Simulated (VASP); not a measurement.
Wanted: the native input for a VASP 6.6.1 run.

* Task: single point
* Functional: r2SCAN
* Potentials or basis: VASP PAW PBE potentials, release 64 (Ru_pv, Te)
* Cutoff: 520 eV
* k mesh: 10 × 10 × 10
* Occupations: gaussian, width 0.05 eV
* Spin: no spin polarisation
* Dipole correction: no
* Further INCAR settings: ALGO = Normal; EDIFF = 1e-06; NBANDS = 17

TeRu:

```
Ru Te
1.0
     0.00000    2.96394    2.96394
     2.96394    0.00000    2.96394
     2.96394    2.96394    0.00000
Ru Te
1 1
Cartesian
  0.0000 0.0000 0.0000
  1.4820 1.4820 1.4820
```

This cell differs from its parent crystal: volume scaled by 1.040.

These files were run (other wordings do the same):

POSCAR

```
TeRu
1.0
    0.0000000000      2.9639393562      2.9639393562
    2.9639393562      0.0000000000      2.9639393562
    2.9639393562      2.9639393562      0.0000000000
Ru Te
1 1
Direct
    0.0000000000      0.0000000000      0.0000000000
    0.2500000000      0.2500000000      0.2500000000
```

INCAR.step1

```
SYSTEM = TeRu
PREC     = Accurate       ! precision mode
ENCUT    = 520            ! plane-wave cutoff, eV
ISMEAR   = 0              ! smearing method
SIGMA    = 0.05           ! smearing width, eV
LREAL    = .FALSE.        ! projectors in reciprocal space
LASPH    = .TRUE.         ! aspherical terms in the spheres
NELM     = 60             ! most SCF steps
NBANDS   = 17             ! bands
GGA      = PE             ! functional
ALGO     = Normal         ! electronic algorithm
EDIFF    = 1E-4           ! SCF threshold, eV
LWAVE    = .TRUE.         ! write WAVECAR
LCHARG   = .FALSE.        ! write CHGCAR
```

INCAR.step2

```
SYSTEM = TeRu
PREC     = Accurate       ! precision mode
ENCUT    = 520            ! plane-wave cutoff, eV
EDIFF    = 1E-6           ! SCF threshold, eV
ISMEAR   = 0              ! smearing method
SIGMA    = 0.05           ! smearing width, eV
LREAL    = .FALSE.        ! projectors in reciprocal space
LASPH    = .TRUE.         ! aspherical terms in the spheres
NELM     = 60             ! most SCF steps
ALGO     = Normal         ! electronic algorithm
ISIF     = 2              ! what is computed and relaxed
LWAVE    = .FALSE.        ! write WAVECAR
LCHARG   = .FALSE.        ! write CHGCAR
METAGGA  = R2SCAN         ! meta-GGA
LMIXTAU  = .TRUE.       
NBANDS   = 17             ! bands
ISTART   = 1
```

KPOINTS

```
Automatic mesh
0
G
  10 10 10
  0 0 0
```

Potentials or basis: VASP PAW PBE potentials, release 64 (Ru_pv, Te).

Launch:

```console
$ cat potpaw_PBE.64/Ru_pv/POTCAR potpaw_PBE.64/Te/POTCAR > POTCAR
$ cp INCAR.step1 INCAR
$ mpirun -np 1 vasp_std > vasp.out
$ cp INCAR.step2 INCAR
$ mpirun -np 1 vasp_std > vasp.out
```

Results of the run:

```yaml
Pressure: -3.9 GPa
Band_gap_on_the_k_mesh: zero (band 10 reaches 9.97 eV, above the bottom of band 11 at 6.32 eV)
```

Caveat: the PAW data sets were made with another functional, which shifts forces and pressure a little; spin-orbit coupling is left out, which moves the levels of the heavy elements.

It took 78 s on 1 thread of Intel(R) Xeon(R) Platinum 8259CL CPU @ 2.50GHz (Skylake/Cascade Lake), on a shared host, peak memory 0.21 GiB.
